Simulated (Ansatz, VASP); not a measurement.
# Two plane-wave programs on SrO

Contents of POSCAR:

```
SrO
1.0
    0.0000000000      2.6572890963      2.6572890963
    2.6572890963      0.0000000000      2.6572890963
    2.6572890963      2.6572890963      0.0000000000
Sr O
1 1
Direct
    0.0000000000      0.0000000000      0.0000000000
    0.5000000000      0.5000000000      0.5000000000
```

Contents of INCAR.step1:

```
SYSTEM = SrO
PREC     = Accurate       ! precision mode
ENCUT    = 520            ! plane-wave cutoff, eV
ISMEAR   = 0              ! smearing method
SIGMA    = 0.01           ! smearing width, eV
LREAL    = .FALSE.        ! projectors in reciprocal space
LASPH    = .TRUE.         ! aspherical terms in the spheres
NELM     = 60             ! most SCF steps
NBANDS   = 15             ! bands
GGA      = PE             ! functional
ALGO     = Normal         ! electronic algorithm
EDIFF    = 1E-4           ! SCF threshold, eV
LWAVE    = .TRUE.         ! write WAVECAR
LCHARG   = .FALSE.        ! write CHGCAR
```

File INCAR.step2:

```
SYSTEM = SrO
PREC     = Accurate       ! precision mode
ENCUT    = 520            ! plane-wave cutoff, eV
EDIFF    = 1E-6           ! SCF threshold, eV
ISMEAR   = 0              ! smearing method
SIGMA    = 0.01           ! smearing width, eV
LREAL    = .FALSE.        ! projectors in reciprocal space
LASPH    = .TRUE.         ! aspherical terms in the spheres
NELM     = 60             ! most SCF steps
ALGO     = Normal         ! electronic algorithm
ISIF     = 2              ! what is computed and relaxed
LWAVE    = .FALSE.        ! write WAVECAR
LCHARG   = .FALSE.        ! write CHGCAR
METAGGA  = R2SCAN         ! meta-GGA
LMIXTAU  = .TRUE.       
NBANDS   = 15             ! bands
ISTART   = 1
```

Contents of KPOINTS:

```
Automatic mesh
0
G
  8 8 8
  0 0 0
```

Input for Ansatz:

```yaml
crystal:
  lattice:
    - [0.0, 2.6572890963, 2.6572890963]
    - [2.6572890963, 0.0, 2.6572890963]
    - [2.6572890963, 2.6572890963, 0.0]
  atoms:
    - { symbol: Sr, position: [0.0, 0.0, 0.0] }
    - { symbol: O, position: [0.5, 0.5, 0.5] }
kpoints:
  mp_grid: { grid: [8, 8, 8] }
  band_path:
    path:
      - [0.0, 0.0, 0.0]
      - [0.5, 0.0, 0.5]
      - [0.625, 0.25, 0.625]
      - [0.375, 0.375, 0.75]
      - [0.5, 0.5, 0.5]
      - [0.5, 0.25, 0.75]
    npoints: 1
hamiltonian:
  xc: r2scan
scf:
  occupations: { method: fixed }
  n_extra_bands: 4
output:
  forces: true
  stress: true
  eigenvalues: true
```

Change from the starting cell: hydrostatic strain +3.0%.

Alike in both runs: task single point; functional r2SCAN; k mesh 8 × 8 × 8; no spin polarisation.

|  | VASP | Ansatz |
| --- | --- | --- |
| version | VASP 6.6.1 | Ansatz 0.2.0 |
| potentials or method | VASP PAW PBE potentials, release 64 (Sr_sv, O) | plane waves, PAW |
| plane-wave cutoff (eV) | 520 | 500 |
| occupations | gaussian, width 0.01 eV | fixed |
| valence electrons in the cell | 16 | 16 |

```tsv
	VASP	Ansatz	Ansatz less VASP
gap on the k mesh at the Fermi level (eV)	3.77	3.81	+0.043
pressure (GPa)	-6.5	-6.8	-0.35
```

VASP's potentials were made for PBE, not for r2SCAN.
